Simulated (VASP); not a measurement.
# Se (P3_221) in VASP: settings compared

Se is run at these levels: PBE+D3(BJ), LDA; tasks: density of states.

All numbers are computed with VASP 6.6.1; they aren't measurements. Logs are shortened: lines on timing, memory, paths and dates and some standing lists are left out, and cuts for length are marked.

## 1. The cell of the first run

The structure is trigonal, space group P3_221 (No. 154). The conventional cell has a = 4.066 Å, b = 4.066 Å, c = 5.128 Å, α = 90.00°, β = 90.00°, γ = 120.00°. Se (site symmetry 2) has 6 Se at 2.44 to 3.20 Å within 3.2 Å.

## 2. Density of states, PBE+D3(BJ)

Contents of POSCAR:

```
Se
1.0
    4.0663877714      0.0000000000      0.0000000000
   -2.0331938857      3.5215951117      0.0000000000
    0.0000000000      0.0000000000      5.1281022030
Se
3
Direct
    0.2474441096      0.0000000000      0.1666666667
    0.0000000000      0.2474441096      0.8333333333
    0.7525558904      0.7525558904      0.5000000000
```

Contents of INCAR.step1:

```
SYSTEM = Se
ALGO     = Normal         ! electronic algorithm
EDIFF    = 1E-6           ! SCF threshold, eV
ENCUT    = 520            ! plane-wave cutoff, eV
GGA      = PE             ! functional
ISIF     = 2              ! what is computed and relaxed
ISMEAR   = 0              ! smearing method
IVDW     = 12             ! dispersion correction
LASPH    = .True.         ! aspherical terms in the spheres
LCHARG   = .True.         ! write CHGCAR
LREAL    = .False.        ! projectors in reciprocal space
LWAVE    = .False.        ! write WAVECAR
NBANDS   = 16             ! bands
NELM     = 100            ! most SCF steps
PREC     = Accurate       ! precision mode
SIGMA    = 0.02           ! smearing width, eV
```

Contents of KPOINTS.step1:

```
k-points
0
Gamma
  12 12 8
  0 0 0
```

Contents of INCAR.step2:

```
SYSTEM = Se
ALGO     = Normal         ! electronic algorithm
EDIFF    = 1E-6           ! SCF threshold, eV
ENCUT    = 520            ! plane-wave cutoff, eV
GGA      = PE             ! functional
ICHARG   = 11             ! starting density
ISIF     = 2              ! what is computed and relaxed
ISMEAR   = -5             ! smearing method
IVDW     = 12             ! dispersion correction
LASPH    = .True.         ! aspherical terms in the spheres
LCHARG   = .False.        ! write CHGCAR
LORBIT   = 11             ! projections on sites
LREAL    = .False.        ! projectors in reciprocal space
LWAVE    = .False.        ! write WAVECAR
NBANDS   = 16             ! bands
NEDOS    = 2001           ! points of the DOS
NELM     = 100            ! most SCF steps
PREC     = Accurate       ! precision mode
SIGMA    = 0.02           ! smearing width, eV
```

Contents of KPOINTS.step2:

```
k-points
0
Gamma
  18 18 12
  0 0 0
```

Potentials or basis: VASP PAW PBE potentials, release 64 (Se).

The run is started by

```bash
$ cat potpaw_PBE.64/Se/POTCAR > POTCAR
$ cp INCAR.step1 INCAR
$ cp KPOINTS.step1 KPOINTS
$ mpirun -np 1 vasp_std > vasp.out
$ cp INCAR.step2 INCAR
$ cp KPOINTS.step2 KPOINTS
$ mpirun -np 1 vasp_std > vasp.out
```

OUTCAR:

```text
SYSTEM = Se
   EDIFF = 1E-6
   ENCUT = 520
   GGA = PE
   ICHARG = 11
   ISIF = 2
   ISMEAR = -5
   IVDW = 12
   LASPH = .True.
   LORBIT = 11
   LREAL = .False.
   NELM = 100
   PREC = Accurate
 IVDW          = 12

 ion  position               nearest neighbor table
   1  0.247  0.000  0.167-   3 2.44   2 2.44
   2  0.000  0.247  0.833-   3 2.44   1 2.44
   3  0.753  0.753  0.500-   1 2.44   2 2.44

  LATTYP: Found a hexagonal cell.
 ALAT       =     4.0663877714
 C/A-ratio  =     1.2610952254

  Lattice vectors:

 A1 = (   4.0663877714,   0.0000000000,   0.0000000000)
 A2 = (  -2.0331938857,   3.5215951117,   0.0000000000)
 A3 = (   0.0000000000,   0.0000000000,   5.1281022030)

Analysis of symmetry for initial positions (statically):
=====================================================================
 Subroutine PRICEL returns:
 Original cell was already a primitive cell.

 Routine SETGRP: Setting up the symmetry group for a
 hexagonal supercell.

 Subroutine GETGRP returns: Found  6 space group operations
 (whereof  2 operations were pure point group operations)
 out of a pool of 24 trial point group operations.

The static configuration has the point symmetry C_2 .
 The point group associated with its full space group is D_3 .

Analysis of symmetry for dynamics (positions and initial velocities):
=====================================================================
 Subroutine PRICEL returns:
 Original cell was already a primitive cell.

 Routine SETGRP: Setting up the symmetry group for a
 hexagonal supercell.

 Subroutine GETGRP returns: Found  6 space group operations
 (whereof  2 operations were pure point group operations)
 out of a pool of 24 trial point group operations.

The dynamic configuration has the point symmetry C_2 .
 The point group associated with its full space group is D_3 .

 Subroutine INISYM returns: Found  6 space group operations
 (whereof  2 operations are pure point group operations),
 and found     1 'primitive' translations

----------------------------------------------------------------------------------------

                                     Primitive cell

  volume of cell :      73.4353

  direct lattice vectors                    reciprocal lattice vectors
     4.066387771  0.000000000  0.000000000     0.245918505  0.141981115  0.000000000
    -2.033193886  3.521595112  0.000000000     0.000000000  0.283962230  0.000000000
     0.000000000  0.000000000  5.128102203     0.000000000  0.000000000  0.195003914

  length of vectors
     4.066387771  4.066387771  5.128102203     0.283962230  0.283962230  0.195003914

  position of ions in fractional coordinates (direct lattice)
     0.247444110  0.000000000  0.166666667
     0.000000000  0.247444110  0.833333333
     0.752555890  0.752555890  0.500000000

  ion indices of the primitive-cell ions
   primitive index   ion index
                 1           1
                 2           2
                 3           3

----------------------------------------------------------------------------------------

 KPOINTS: k-points

Automatic generation of k-mesh.
 Grid dimensions read from file:
 generate k-points for:   18   18   12

 Generating k-lattice:

  Cartesian coordinates                     Fractional coordinates (reciprocal lattice)
     0.013662139  0.007887840  0.000000000     0.055555556  0.000000000  0.000000000
     0.000000000  0.015775679  0.000000000     0.000000000  0.055555556  0.000000000
     0.000000000  0.000000000  0.016250326     0.000000000  0.000000000  0.083333333

  Length of vectors
     0.015775679  0.015775679  0.016250326

  Shift w.r.t. Gamma in fractional coordinates (k-lattice)
     0.000000000  0.000000000  0.000000000

 TETIRR: Found   5714 inequivalent tetrahedra from    23328

 Subroutine IBZKPT returns following result:
 ===========================================

 Found    394 irreducible k-points:

 Following reciprocal coordinates:
            Coordinates               Weight
  0.000000  0.000000  0.000000      1.000000
  0.055556  0.000000  0.000000      6.000000
  0.111111  0.000000  0.000000      6.000000
  0.166667 -0.000000  0.000000      6.000000
  0.222222  0.000000  0.000000      6.000000
  0.277778  0.000000  0.000000      6.000000
[... 16 lines left out ...]
  0.333333  0.111111  0.000000     12.000000
  0.388889  0.111111  0.000000     12.000000
 [... further k-points ...]
   k-points           NKPTS =    394   k-points in BZ     NKDIM =    394   number of bands    NBANDS=     16
   number of dos      NEDOS =   2001   number of ions     NIONS =      3
   total plane-waves  NPLWV =  36000
   dimension x,y,z NGX =    30 NGY =   30 NGZ =   40
   dimension x,y,z NGXF=    60 NGYF=   60 NGZF=   80
   ions per type =               3
   NGX,Y,Z   is equivalent  to a cutoff of  12.26, 12.26, 12.97 a.u.
   NGXF,Y,Z  is equivalent  to a cutoff of  24.53, 24.53, 25.93 a.u.
 SYSTEM =  Se
   PREC   = accura    normal or accurate (medium, high low for compatibility)
   ISTART =      0    job   : 0-new  1-cont  2-samecut
   ICHARG =     11    charge: 1-file 2-atom 10-const
   ISPIN  =      1    spin polarized calculation?
   LNONCOLLINEAR =      F non collinear calculations
   LSORBIT =      F    spin-orbit coupling
   LASPH  =      T    aspherical Exc in radial PAW
   ENCUT  =  520.0 eV  38.22 Ry    6.18 a.u.   7.56  7.56  9.53*2*pi/ulx,y,z
   NELM   =    100;   NELMIN=  2; NELMDL=  0     # of ELM steps
   EDIFF  = 0.1E-05   stopping-criterion for ELM
   LREAL  =      F    real-space projection
   EDIFFG = 0.1E-04   stopping-criterion for IOM
   NSW    =      0    number of steps for IOM
   IBRION =     -1    ionic relax: 0-MD 1-quasi-New 2-CG
   NFREE  =      0    steps in history (QN), initial steepest desc. (CG)
   ISIF   =      2    stress and relaxation
   ISYM   =      2    0-nonsym 1-usesym 2-fastsym
   POTIM  = 0.5000    time-step for ionic-motion
   TEBEG  =    0.0;   TEEND  =   0.0 temperature during run
   PSTRESS=    0.0 pullay stress
   NELECT =      18.0000    total number of electrons
   NUPDOWN=      -1.0000    fix difference up-down
   EMIN   =  10.00;   EMAX   =-10.00  energy-range for DOS
   EFERMI =   0.00;   METHOD = LEGACY
   ISMEAR =    -5;   SIGMA  =   0.02  broadening in eV -4-tet -1-fermi 0-gaus
   EFERMI_NEDOS =   21; number of points for ismear=-14 and -15
   IALGO  =     38    algorithm
   IMIX   =      4    mixing-type and parameters
     AMIX     =   0.40;   BMIX     =  1.00
     AMIX_MAG =   1.60;   BMIX_MAG =  1.00
  volume/ion in A,a.u.               =      24.48       165.19
  Fermi-wavevector in a.u.,A,eV,Ry     =   1.024544  1.936108 14.281911  1.049691
  Thomas-Fermi vector in A             =   2.158337
   LORBIT       =     11    0 simple, 1 ext, 2 COOP (PROOUT), +10 PAW based schemes
   GGA     = PE    functional components
   LHFCALC =     F    Hartree Fock is set to
   AEXX    =    0.0000 exact exchange contribution
   IVDW    =    12    specifies the selected vdW correction
   LEPSILON=     F    determine dielectric tensor
   LRPA    =     F    only Hartree local field effects (RPA)
 non-spin polarized calculation
 Fermi weights with tetrahedron method with Bloechl corrections
  energy-cutoff  :      520.00
  volume of cell :       73.44
 maximum number of plane-waves:      2004

 number of electron      17.9999998 magnetization

 Free energy of the ion-electron system (eV)
  ---------------------------------------------------
  ext. energy  EPLUGINS =         0.00000000
  ---------------------------------------------------
  free energy    TOTEN  =       -10.42169003 eV

  energy without entropy =      -10.42169003  energy(sigma->0) =      -10.42169003

 E-fermi :   3.7462     XC(G=0):  -9.4360

 val. band max:        3.7375672974   @ k =   0.3889   0.2222   0.5000
 cond. band min:       4.2060367989   @ k =   0.3333   0.3333   0.5000
 fundamental gap:      0.4684695015
 Fermi energy:         3.7461834041

 k-point     1 :       0.0000    0.0000    0.0000
  band No.  band energies     occupation
      1     -12.2692      2.00000
      2      -8.2250      2.00000
      3      -8.2250      2.00000
      4       0.0512      2.00000
      5       0.2503      2.00000
      6       0.2503      2.00000
[... 8 lines left out ...]
     15      10.6093      0.00000
     16      12.1146      0.00000

 k-point     2 :       0.0556    0.0000    0.0000
  band No.  band energies     occupation
      1     -12.2487      2.00000
      2      -8.2342      2.00000
      3      -8.2202      2.00000
      4      -0.1646      2.00000
      5       0.1425      2.00000
      6       0.2926      2.00000
[... 8 lines left out ...]
     15      10.7675      0.00000
     16      12.0068      0.00000

 k-point     3 :       0.1111    0.0000    0.0000
  band No.  band energies     occupation
      1     -12.1881      2.00000
      2      -8.2638      2.00000
      3      -8.2061      2.00000
      4      -0.5591      2.00000
      5      -0.0840      2.00000
      6       0.2608      2.00000
[... 8 lines left out ...]
     15      11.1294      0.00000
     16      11.9230      0.00000
[... 362 lines left out ...]
 k-point    23 :       0.3333    0.1111    0.0000
  band No.  band energies     occupation
      1     -11.4644      2.00000
      2      -8.7534      2.00000
      3      -8.1401      2.00000
      4      -1.7165      2.00000
      5      -1.2657      2.00000
      6      -0.0780      2.00000
[... 8 lines left out ...]
     15      13.4153      0.00000
     16      13.8394      0.00000

 k-point    24 :       0.3889    0.1111    0.0000
  band No.  band energies     occupation
      1     -11.3615      2.00000
      2      -8.8463      2.00000
      3      -8.1330      2.00000
      4      -1.7267      2.00000
      5      -1.3004      2.00000
      6      -0.0642      2.00000
[... 8 lines left out ...]
     15      13.5950      0.00000
     16      14.1390      0.00000

 [... further k-points ...]

------------------------ aborting loop because EDIFF is reached ----------------------------------------

 Edisp (eV)   -1.06943

 E8    (eV) :    -0.4419

  FORCE on cell =-STRESS in cart. coord.  units (eV):
  Direction    XX          YY          ZZ          XY          YZ          ZX
  --------------------------------------------------------------------------------------
  -------------------------------------------------------------------------------------
  Total       0.03922     0.03922     0.07912     0.00000     0.00000     0.00000
  in kB       0.85572     0.85572     1.72619     0.00000     0.00000     0.00000
  external pressure =        1.15 kB  Pullay stress =        0.00 kB

 VOLUME and BASIS-vectors are now :
 -----------------------------------------------------------------------------
  energy-cutoff  :      520.00
  volume of cell :       73.44
      direct lattice vectors                 reciprocal lattice vectors
     4.066387771  0.000000000  0.000000000     0.245918505  0.141981115  0.000000000
    -2.033193886  3.521595112  0.000000000     0.000000000  0.283962230  0.000000000
     0.000000000  0.000000000  5.128102203     0.000000000  0.000000000  0.195003914

 POSITION                                       TOTAL-FORCE (eV/Angst)
 -----------------------------------------------------------------------------------
      1.00620      0.00000      0.85468         0.021263     -0.000000     -0.000000
     -0.50310      0.87140      4.27342        -0.010631      0.018414      0.000000
      1.53009      2.65020      2.56405        -0.010631     -0.018414      0.000000
 -----------------------------------------------------------------------------------
    total drift:                               -0.000017     -0.000028      0.000000

  FREE ENERGIE OF THE ION-ELECTRON SYSTEM (eV)
  ---------------------------------------------------
  free  energy   TOTEN  =       -11.4911163236 eV

  energy  without entropy=      -11.4911163236  energy(sigma->0) =      -11.49111632

 total charge

# of ion       s       p       d       tot
------------------------------------------
    1        1.523   2.143   0.055   3.721
    2        1.523   2.143   0.055   3.721
    3        1.523   2.143   0.055   3.721
--------------------------------------------------
tot          4.569   6.429   0.166  11.164
```

Wall time 9.8 min (1 thread of AMD EPYC 7R13, shared host); peak memory 0.43 GiB.

Results:

```yaml
Valence_electrons_inside_the_program's_atomic_spheres: Se 3.72
Dispersion_energy_per_atom: -0.356 eV
```

## 3. Density of states, LDA

POSCAR is that of step 2.

Contents of INCAR.step1:

```
  PREC = Accurate
  ENCUT = 520
  EDIFF = 1E-7
  ISMEAR = 0
  SIGMA = 0.02
  LREAL = F
  LASPH = T
  NELM = 100
  ALGO = Normal
  ISIF = 2
  LWAVE = F
  LCHARG = T
  NBANDS = 16
```

Contents of KPOINTS.step1:

```
Automatic mesh
0
Gamma
  12 12 8
```

Contents of INCAR.step2:

```
  PREC = Accurate
  ENCUT = 520
  EDIFF = 1E-7
  ISMEAR = -5
  SIGMA = 0.02
  LREAL = F
  LASPH = T
  NELM = 100
  ALGO = Normal
  ISIF = 2
  LWAVE = F
  LCHARG = F
  LORBIT = 11
  NBANDS = 16
  NEDOS = 2001
  ICHARG = 11
```

Contents of KPOINTS.step2:

```
Automatic mesh
0
Gamma
  18 18 12
```

Potentials or basis: VASP PAW LDA potentials, release 64 (Se).

The run is started by

```bash
$ cat potpaw_LDA.64/Se/POTCAR > POTCAR
$ cp INCAR.step1 INCAR
$ cp KPOINTS.step1 KPOINTS
$ mpirun -np 1 vasp_std > vasp.out
$ cp INCAR.step2 INCAR
$ cp KPOINTS.step2 KPOINTS
$ mpirun -np 1 vasp_std > vasp.out
```

Wall time 9.7 min (1 thread of AMD EPYC 7R13, shared host); peak memory 0.4 GiB.

It converged, with:

```yaml
Valence_electrons_inside_the_program's_atomic_spheres: Se 3.72
```

Levels at points of the mesh, in eV from the valence-band top:
```tsv
k point	band 6	band 7	band 8	band 9	band 10	band 11	band 12	band 13
(0.00, 0.00, 0.00)	-3.50	-1.91	-1.91	-0.56	1.36	1.36	1.95	6.24
(0.50, 0.00, 0.00)	-3.84	-3.61	-1.52	-1.02	1.36	1.61	4.16	4.29
(0.00, 0.00, 0.50)	-3.15	-1.40	-1.39	-1.39	0.82	0.82	0.85	5.55
(0.50, 0.00, 0.50)	-4.29	-2.47	-1.98	-0.13	1.22	2.42	2.86	5.85
```
